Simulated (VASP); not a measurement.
Hg, 4 atoms in the cell. It takes space group P6_3/mmc (No. 194, hexagonal). Conventional cell: a = 3.234 Å, b = 3.234 Å, c = 10.261 Å, α = 90.00°, β = 90.00°, γ = 120.00°. Hg (site symmetry -3m) has 12 Hg at 3.17 to 3.23 Å within 4.2 Å. Hg (site symmetry -6m2) has 12 Hg at 3.17 to 3.23 Å within 4.2 Å.  This cell differs from its parent crystal: volume scaled by 0.91, then relaxed in part.

| Item | Value |
| --- | --- |
| Program | VASP 6.6.1 |
| Task | single point |
| Functional | PBE |
| Dispersion | D3(BJ) |
| Potentials or basis | VASP PAW PBE potentials, release 64 (Hg) |
| Cutoff | 500 eV |
| k mesh | 15 × 15 × 4 |
| Occupations | gaussian, width 0.1 eV |
| Spin | no spin polarisation |
| Dipole correction | no |
| Further INCAR settings | ALGO = Normal; EDIFF = 1e-06; NBANDS = 32 |

Potentials or basis: VASP PAW PBE potentials, release 64 (Hg).

The run is started by

```console
$ cat potpaw_PBE.64/Hg/POTCAR > POTCAR
$ mpirun -np 1 vasp_std > vasp.out
```

Hardware: 1 thread of Intel(R) Xeon(R) 6975P-C (Granite Rapids), with other jobs on the host.

How long does it take, and how much memory?

It took 57 s on 1 thread of Intel(R) Xeon(R) 6975P-C (Granite Rapids) (shared host), peak memory 0.31 GiB. Counts: scf iterations 12, k points 81.
